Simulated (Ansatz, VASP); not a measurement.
Two plane-wave programs on NaAl2

```
CELL_PARAMETERS angstrom
6.17775 0.00000 0.00000
-3.08888 5.35009 0.00000
0.00000 0.00000 3.78696
ATOMIC_POSITIONS crystal
Na 0.66667 0.33333 0.50000
Al 0.00000 0.00000 0.00000
Al 0.33333 0.66667 0.50000
```

Alike in both runs: task relaxation of cell and atoms; functional PBE; k mesh 3 × 3 × 4; occupations gaussian, width 0.1 eV; no spin polarisation.

|  | VASP | Ansatz |
| --- | --- | --- |
| version | VASP 6.6.1 | Ansatz 0.2.0 |
| potentials or method | VASP PAW PBE potentials, release 64 (Na_pv, Al), cutoff 500 eV | scalar-relativistic, plane waves, PAW |
| valence electrons in the cell | 13 | 15 |

|  | VASP | Ansatz | Ansatz less VASP |
| --- | --- | --- | --- |
| gap on the k mesh at the Fermi level, each at its own relaxed structure (eV) | none | none | - |
| relaxed volume (Å³/atom) | 20.44 | 20.52 | +0.074 |
| relaxed cell length with the largest relative difference (Å) | 2.782 | 2.786 | +0.0043 |

A gap of «none» marks a metal or a gap that the smearing closes. VASP's potentials hold 13 valence electrons a cell and Ansatz's 15, so a difference there can come from the potentials and not from the codes.

The k mesh is coarse, so the values compare programs but aren't converged. Noted on VASP's run: the volume moved by over 15 % at a fixed basis, so the end points are rough.
